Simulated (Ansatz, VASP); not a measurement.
In: VASP beside Ansatz

```xyz
1
Lattice="-1.9194 1.9194 1.9194 1.9194 -1.9194 1.9194 1.9194 1.9194 -1.9194" Properties=species:S:1:pos:R:3 pbc="T T T"
In    0.0000    0.0000    0.0000
```

Alike in both runs: task single point; functional PBE0; k mesh 6 × 6 × 6; occupations fermi-dirac, width 0.05 eV; no spin polarisation.

|  | VASP | Ansatz |
| --- | --- | --- |
| version | VASP 6.6.1 | Ansatz 0.2.0 |
| potentials or method | VASP PAW PBE potentials, release 64 (In_d) | Ansatz PAW |
| plane-wave cutoff (eV) | 520 | 420 |
| valence electrons in the cell | 13 | 13 |

```tsv
	VASP	Ansatz	Ansatz less VASP
gap on the k mesh at the Fermi level (eV)	none	none	-
pressure (GPa)	-2.9	-2.7	+0.21
```

A gap of «none» marks a metal or a gap that the smearing closes.

The k mesh is coarse, so the values compare programs but aren't converged.
